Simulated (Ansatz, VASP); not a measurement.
Two plane-wave programs on Cd2TeO3

```
Cd Te O
1.0
     6.04692    0.00000    0.00000
    -3.02346    5.23679    0.00000
     0.00000    0.00000    2.98169
Cd Te O
2 1 3
Direct
  0.33333 0.66667 0.50000
  0.66667 0.33333 0.50000
  0.00000 0.00000 0.50000
  0.00000 0.50000 0.00000
  0.50000 0.00000 0.00000
  0.50000 0.50000 0.00000
```

Change from the starting cell: species swapped into the SmB2Ir3 type (P6/mmm, No. 191).

Alike in both runs: functional PBE; k mesh 3 × 3 × 6; occupations gaussian, width 0.1 eV; no spin polarisation.

Ansatz relaxed the structure, and its values are those at the end. VASP's run is a single point on that final structure, the one shown.

```csv
,VASP,Ansatz
version,VASP 6.6.1,Ansatz 0.2.0
potentials or method,"VASP PAW PBE potentials, release 64 (Cd, Te, O), cutoff 520 eV","scalar-relativistic, plane waves, PAW"
valence electrons in the cell,48,74
```

Ansatz gave:

* gap on the k mesh at the Fermi level (eV): none
* pressure (GPa): 0.0

Which values does VASP return?

gap on the k mesh at the Fermi level (eV): none; pressure (GPa): 1.0.

A gap of «none» marks a metal or a gap that the smearing closes. VASP's potentials hold 48 valence electrons a cell and Ansatz's 74, so a difference there can come from the potentials and not from the codes.

The k mesh is coarse, so the values compare programs but aren't converged. Neither program's run includes spin-orbit coupling.
